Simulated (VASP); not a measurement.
## ZnBi3: single point with PBE

Crystal: ZnBi3.

```
Bi Zn
1.0
    -2.47117    2.47117    4.46976
     2.47117   -2.47117    4.46976
     2.47117    2.47117   -4.46976
Bi Zn
3 1
Direct
  0.50000 0.50000 0.00000
  0.25000 0.75000 0.50000
  0.75000 0.25000 0.50000
  0.00000 0.00000 0.00000
```

| Item | Value |
| --- | --- |
| Program | VASP 6.6.1 |
| Task | single point |
| Functional | PBE |
| Potentials or basis | VASP PAW PBE potentials, release 64 (Bi_d, Zn) |
| Cutoff | 520 eV |
| k mesh | 8 × 8 × 8 |
| Occupations | fermi-dirac, width 0.05 eV |
| Spin | no spin polarisation |
| Dipole correction | no |
| Further INCAR settings | ALGO = Fast; EDIFF = 1e-06; NBANDS = 36 |

```
Pressure : 3.6 GPa
```

Stress tensor (GPa, compression positive):
```
3.35 0.00 0.00
0.00 3.35 0.00
0.00 0.00 4.04
```

Levels at points of the mesh, in eV from the Fermi level:
```
           k point  band 26  band 27  band 28  band 29  band 30  band 31  band 32  band 33
(0.00, 0.00, 0.00)    -2.67    -1.97    -1.83    -1.83    -1.13    -0.08     1.15     1.15
(0.50, 0.00, 0.00)    -2.62    -2.20    -1.62    -0.14     0.62     1.54     2.51     3.24
(0.50, 0.50, 0.00)    -4.87    -0.89    -0.30    -0.08     0.75     3.28     3.58     4.29
(0.50, 0.50, 0.50)    -4.26     0.64     1.06     1.84     1.84     2.22     2.22     2.56
```

Run time: 2.2 min on 1 thread of Intel(R) Xeon(R) 6975P-C (Granite Rapids), with other jobs on the host, peak memory 0.38 GiB.

Caveat: spin-orbit coupling is left out, which moves the levels of the heavy elements.
